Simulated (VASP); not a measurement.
# AlNi (Pm-3m) in VASP: notebook

AlNi is run at these levels: PBEsol; tasks: single point.

Everything below comes from runs of VASP 6.6.1. Logs are shortened: lines on timing, memory, paths and dates and some standing lists are left out, and cuts for length are marked.

## 1. The cell of the first run

It takes space group Pm-3m (No. 221, cubic). Conventional cell: a = 2.782 Å, b = 2.782 Å, c = 2.782 Å, α = 90.00°, β = 90.00°, γ = 90.00°. Within 3.2 Å of Al (site symmetry m-3m) lie 8 Ni at 2.41 Å and 6 Al at 2.78 Å. Within 3.2 Å of Ni (site symmetry m-3m) lie 8 Al at 2.41 Å and 6 Ni at 2.78 Å.

## 2. Single point, PBEsol, collinear spin, ferromagnetic start

The input, INCAR:

```
SYSTEM = AlNi
ALGO = Normal
EDIFF = 1E-7
ENCUT = 520
GGA = PS
ISIF = 2
ISMEAR = -1
ISPIN = 2
LASPH = .TRUE.
LCHARG = .FALSE.
LMAXMIX = 4
LORBIT = 11
LREAL = .FALSE.
LWAVE = .FALSE.
MAGMOM = 0 1.5
NBANDS = 18
NELM = 150
PREC = Accurate
SIGMA = 0.05
```

The input, KPOINTS:

```
k-points
0
G
  10 10 10
  0 0 0
```

The input, POSCAR:

```
AlNi
1.0
    2.7815749170      0.0000000000      0.0000000000
    0.0000000000      2.7815749170      0.0000000000
    0.0000000000      0.0000000000      2.7815749170
Al Ni
1 1
Direct
    0.0000000000      0.0000000000      0.0000000000
    0.5000000000      0.5000000000      0.5000000000
```

Potentials or basis: VASP PAW PBE potentials, release 64 (Al, Ni).

Run with:

```console
$ cat potpaw_PBE.64/Al/POTCAR potpaw_PBE.64/Ni/POTCAR > POTCAR
$ mpirun -np 1 vasp_std > vasp.out
```

OUTCAR:

```text
SYSTEM = AlNi
   EDIFF = 1E-7
   ENCUT = 520
   GGA = PS
   ISIF = 2
   ISMEAR = -1
   ISPIN = 2
   LASPH = .TRUE.
   LORBIT = 11
   LREAL = .FALSE.
   NELM = 150
   PREC = Accurate

 ion  position               nearest neighbor table
   1  0.000  0.000  0.000-   2 2.41   2 2.41   2 2.41   2 2.41   2 2.41   2 2.41   2 2.41   2 2.41

   2  0.500  0.500  0.500-   1 2.41   1 2.41   1 2.41   1 2.41   1 2.41   1 2.41   1 2.41   1 2.41

  LATTYP: Found a simple cubic cell.
 ALAT       =     2.7815749170

  Lattice vectors:

 A1 = (   2.7815749170,   0.0000000000,   0.0000000000)
 A2 = (   0.0000000000,   2.7815749170,   0.0000000000)
 A3 = (   0.0000000000,   0.0000000000,   2.7815749170)

Analysis of symmetry for initial positions (statically):
=====================================================================
 Subroutine PRICEL returns:
 Original cell was already a primitive cell.

 Routine SETGRP: Setting up the symmetry group for a
 simple cubic supercell.

 Subroutine GETGRP returns: Found 48 space group operations
 (whereof 48 operations were pure point group operations)
 out of a pool of 48 trial point group operations.

The static configuration has the point symmetry O_h .

Analysis of symmetry for dynamics (positions and initial velocities):
=====================================================================
 Subroutine PRICEL returns:
 Original cell was already a primitive cell.

 Routine SETGRP: Setting up the symmetry group for a
 simple cubic supercell.

 Subroutine GETGRP returns: Found 48 space group operations
 (whereof 48 operations were pure point group operations)
 out of a pool of 48 trial point group operations.

The dynamic configuration has the point symmetry O_h .

Analysis of structural, dynamic, and magnetic symmetry:
=====================================================================
 Subroutine PRICEL returns:
 Original cell was already a primitive cell.

 Routine SETGRP: Setting up the symmetry group for a
 simple cubic supercell.

 Subroutine GETGRP returns: Found 48 space group operations
 (whereof 48 operations were pure point group operations)
 out of a pool of 48 trial point group operations.

The overall configuration has the point symmetry O_h .

 Subroutine INISYM returns: Found 48 space group operations
 (whereof 48 operations are pure point group operations),
 and found     1 'primitive' translations

----------------------------------------------------------------------------------------

                                     Primitive cell

  volume of cell :      21.5215

  direct lattice vectors                    reciprocal lattice vectors
     2.781574917  0.000000000  0.000000000     0.359508563  0.000000000  0.000000000
     0.000000000  2.781574917  0.000000000     0.000000000  0.359508563  0.000000000
     0.000000000  0.000000000  2.781574917     0.000000000  0.000000000  0.359508563

  length of vectors
     2.781574917  2.781574917  2.781574917     0.359508563  0.359508563  0.359508563

  position of ions in fractional coordinates (direct lattice)
     0.000000000  0.000000000  0.000000000
     0.500000000  0.500000000  0.500000000

  ion indices of the primitive-cell ions
   primitive index   ion index
                 1           1
                 2           2

----------------------------------------------------------------------------------------

 KPOINTS: k-points

Automatic generation of k-mesh.
 Grid dimensions read from file:
 generate k-points for:   10   10   10

 Generating k-lattice:

  Cartesian coordinates                     Fractional coordinates (reciprocal lattice)
     0.035950856  0.000000000  0.000000000     0.100000000  0.000000000  0.000000000
     0.000000000  0.035950856  0.000000000     0.000000000  0.100000000  0.000000000
     0.000000000  0.000000000  0.035950856     0.000000000  0.000000000  0.100000000

  Length of vectors
     0.035950856  0.035950856  0.035950856

  Shift w.r.t. Gamma in fractional coordinates (k-lattice)
     0.000000000  0.000000000  0.000000000

 Subroutine IBZKPT returns following result:
 ===========================================

 Found     56 irreducible k-points:

 Following reciprocal coordinates:
            Coordinates               Weight
  0.000000  0.000000  0.000000      1.000000
  0.100000  0.000000  0.000000      6.000000
  0.200000  0.000000  0.000000      6.000000
  0.300000  0.000000  0.000000      6.000000
  0.400000  0.000000  0.000000      6.000000
  0.500000  0.000000  0.000000      3.000000
[... 16 lines left out ...]
  0.200000  0.100000  0.100000     24.000000
  0.300000  0.100000  0.100000     24.000000
 [... further k-points ...]
   k-points           NKPTS =     56   k-points in BZ     NKDIM =     56   number of bands    NBANDS=     18
   number of dos      NEDOS =    301   number of ions     NIONS =      2
   total plane-waves  NPLWV =  13824
   dimension x,y,z NGX =    24 NGY =   24 NGZ =   24
   dimension x,y,z NGXF=    48 NGYF=   48 NGZF=   48
   ions per type =               1   1
   NGX,Y,Z   is equivalent  to a cutoff of  14.34, 14.34, 14.34 a.u.
   NGXF,Y,Z  is equivalent  to a cutoff of  28.69, 28.69, 28.69 a.u.
 SYSTEM =  AlNi
   PREC   = accura    normal or accurate (medium, high low for compatibility)
   ISTART =      0    job   : 0-new  1-cont  2-samecut
   ICHARG =      2    charge: 1-file 2-atom 10-const
   ISPIN  =      2    spin polarized calculation?
   LNONCOLLINEAR =      F non collinear calculations
   LSORBIT =      F    spin-orbit coupling
   LASPH  =      T    aspherical Exc in radial PAW
   ENCUT  =  520.0 eV  38.22 Ry    6.18 a.u.   5.17  5.17  5.17*2*pi/ulx,y,z
   NELM   =    150;   NELMIN=  2; NELMDL= -5     # of ELM steps
   EDIFF  = 0.1E-06   stopping-criterion for ELM
   LREAL  =      F    real-space projection
   EDIFFG = 0.1E-05   stopping-criterion for IOM
   NSW    =      0    number of steps for IOM
   IBRION =     -1    ionic relax: 0-MD 1-quasi-New 2-CG
   NFREE  =      0    steps in history (QN), initial steepest desc. (CG)
   ISIF   =      2    stress and relaxation
   ISYM   =      2    0-nonsym 1-usesym 2-fastsym
   POTIM  = 0.5000    time-step for ionic-motion
   TEBEG  =    0.0;   TEEND  =   0.0 temperature during run
   PSTRESS=    0.0 pullay stress
   NELECT =      13.0000    total number of electrons
   NUPDOWN=      -1.0000    fix difference up-down
   EMIN   =  10.00;   EMAX   =-10.00  energy-range for DOS
   EFERMI =   0.00;   METHOD = LEGACY
   ISMEAR =    -1;   SIGMA  =   0.05  broadening in eV -4-tet -1-fermi 0-gaus
   EFERMI_NEDOS =   21; number of points for ismear=-14 and -15
   IALGO  =     38    algorithm
   IMIX   =      4    mixing-type and parameters
     AMIX     =   0.40;   BMIX     =  1.00
     AMIX_MAG =   1.60;   BMIX_MAG =  1.00
  volume/ion in A,a.u.               =      10.76        72.62
  Fermi-wavevector in a.u.,A,eV,Ry     =   1.383880  2.615155 26.056852  1.915125
  Thomas-Fermi vector in A             =   2.508437
   LORBIT       =     11    0 simple, 1 ext, 2 COOP (PROOUT), +10 PAW based schemes
   GGA     = PS    functional components
   LHFCALC =     F    Hartree Fock is set to
   AEXX    =    0.0000 exact exchange contribution
   IVDW    =     0    specifies the selected vdW correction
   LEPSILON=     F    determine dielectric tensor
   LRPA    =     F    only Hartree local field effects (RPA)
 spin polarized calculation
  energy-cutoff  :      520.00
  volume of cell :       21.52
 maximum number of plane-waves:       588
 NGX is ok and might be reduce to    24
   NGX = 11   NGY = 11   NGZ = 11

 number of electron      12.9999992 magnetization       0.0003055

 number of electron      12.9999992 magnetization      -0.0000765

 Free energy of the ion-electron system (eV)
  ---------------------------------------------------
  ext. energy  EPLUGINS =         0.00000000
  ---------------------------------------------------
  free energy    TOTEN  =       -11.49400480 eV

  energy without entropy =      -11.48945572  energy(sigma->0) =      -11.49173026

 E-fermi :  11.3546     XC(G=0): -12.6876

 val. band max:       11.3218748836   @ k =   0.4000   0.4000   0.2000
 cond. band min:      11.4333031957   @ k =   0.5000   0.5000   0.3000
 fundamental gap:      0.1114283121
 Fermi energy:        11.3545707543

 spin component 1

 k-point     1 :       0.0000    0.0000    0.0000
  band No.  band energies     occupation
      1      -0.5718      1.00000
      2       7.5760      1.00000
      3       7.5760      1.00000
      4       9.5851      1.00000
      5       9.5851      1.00000
      6       9.5851      1.00000
[... 10 lines left out ...]
     17      35.7986      0.00000
     18      35.7986      0.00000
[... 463 lines left out ...]
 k-point    24 :       0.3000    0.1000    0.1000
  band No.  band energies     occupation
      1       1.5420      1.00000
      2       7.0220      1.00000
      3       7.9617      1.00000
      4       8.9007      1.00000
      5       8.9961      1.00000
      6       9.4834      1.00000
[... 10 lines left out ...]
     17      33.9226      0.00000
     18      38.4784      0.00000

 [... further k-points ...]

 spin component 2

 k-point     1 :       0.0000    0.0000    0.0000
  band No.  band energies     occupation
      1      -0.5718      1.00000
      2       7.5759      1.00000
      3       7.5759      1.00000
      4       9.5851      1.00000
      5       9.5851      1.00000
      6       9.5851      1.00000
[... 10 lines left out ...]
     17      35.7986      0.00000
     18      35.7986      0.00000
[... 463 lines left out ...]
 k-point    24 :       0.3000    0.1000    0.1000
  band No.  band energies     occupation
      1       1.5420      1.00000
      2       7.0220      1.00000
      3       7.9617      1.00000
      4       8.9007      1.00000
      5       8.9961      1.00000
      6       9.4835      1.00000
[... 10 lines left out ...]
     17      33.9226      0.00000
     18      38.4784      0.00000

 [... further k-points ...]
[... 5 lines left out ...]
  --------------------------------------------------------------------------------------
  -------------------------------------------------------------------------------------
  Total        2.3988605      2.3988605      2.3988605      0.0000000     -0.0000000      0.0000000
  in kB      178.5843057    178.5843057    178.5843057      0.0000000     -0.0000000      0.0000000
  external PRESSURE =     178.5843057 kB  Pullay stress =       0.0000000 kB

 VOLUME and BASIS-vectors are now :
 -----------------------------------------------------------------------------
  energy-cutoff  :      520.00
  volume of cell :       21.52
      direct lattice vectors                 reciprocal lattice vectors
     2.781574917  0.000000000  0.000000000     0.359508563  0.000000000  0.000000000
     0.000000000  2.781574917  0.000000000     0.000000000  0.359508563  0.000000000
     0.000000000  0.000000000  2.781574917     0.000000000  0.000000000  0.359508563

 POSITION                                       TOTAL-FORCE (eV/Angst)
 -----------------------------------------------------------------------------------
      0.00000      0.00000      0.00000         0.000000      0.000000      0.000000
      1.39079      1.39079      1.39079         0.000000      0.000000      0.000000
 -----------------------------------------------------------------------------------
    total drift:                                0.000000      0.000000     -0.000000

  FREE ENERGIE OF THE ION-ELECTRON SYSTEM (eV)
  ---------------------------------------------------
  free  energy   TOTEN  =       -11.4940048022 eV

  energy  without entropy=      -11.4894557186  energy(sigma->0) =      -11.49173026

 total charge

# of ion       s       p       d       tot
------------------------------------------
    1        0.395   0.463   0.000   0.858
    2        0.525   0.619   8.536   9.680
--------------------------------------------------
tot          0.920   1.082   8.536  10.538

 magnetization (x)

# of ion       s       p       d       tot
------------------------------------------
    1       -0.000  -0.000   0.000  -0.000
    2        0.000   0.000  -0.000  -0.000
--------------------------------------------------
tot          0.000  -0.000  -0.000  -0.000
```

It took 14 s on 1 thread of Intel Xeon 6975P-C (Granite Rapids), shared host; peak memory 0.16 GiB.

What came out:

```yaml
Free_energy: -11.4940 eV
Pressure: 17.9 GPa
Net_moment: 0.00 μB per cell
Valence_electrons_inside_the_program's_atomic_spheres: Al 0.86; Ni 9.68
```

Caveat: the starting moments collapsed, and a magnetic state may lie lower; the PAW data sets were made with another functional, which shifts forces and pressure a little.

(Part 1 of 3 ends here.)
